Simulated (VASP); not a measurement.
A run of VASP 6.6.1 is set up as follows.

File INCAR:

```
PREC = Accurate
ENCUT = 500
EDIFF = 1E-6
ISMEAR = 0
SIGMA = 0.05
LREAL = F
LASPH = T
NELM = 120
ALGO = Normal
ISIF = 2
LWAVE = F
LCHARG = F
GGA = CA
NBANDS = 11
GGA_COMPAT = F
```

KPOINTS

```
Automatic mesh
0
Gamma
  8 8 8
```

File POSCAR:

```
AlAs
1.0
    0.0000000000      2.8614378033      2.8614378033
    2.8614378033      0.0000000000      2.8614378033
    2.8614378033      2.8614378033      0.0000000000
Al As
1 1
Direct
    0.0000000000      0.0000000000      0.0000000000
    0.7500000000      0.7500000000      0.7500000000
```

Potentials or basis: VASP PAW LDA potentials, release 64 (Al, As).

Launch:

```console
$ cat potpaw_LDA.64/Al/POTCAR potpaw_LDA.64/As/POTCAR > POTCAR
$ mpirun -np 1 vasp_std > vasp.out
```

Problem. What does it give for the pressure?

Solution. -3.1 GPa.

Problem. Predict the band gap on the k mesh.

Solution. 1.39 eV (least direct gap 1.63 eV).

Caveat: the cell differs from its parent crystal (the cell strained); the cell stands under tension. A k mesh can miss the band edges.
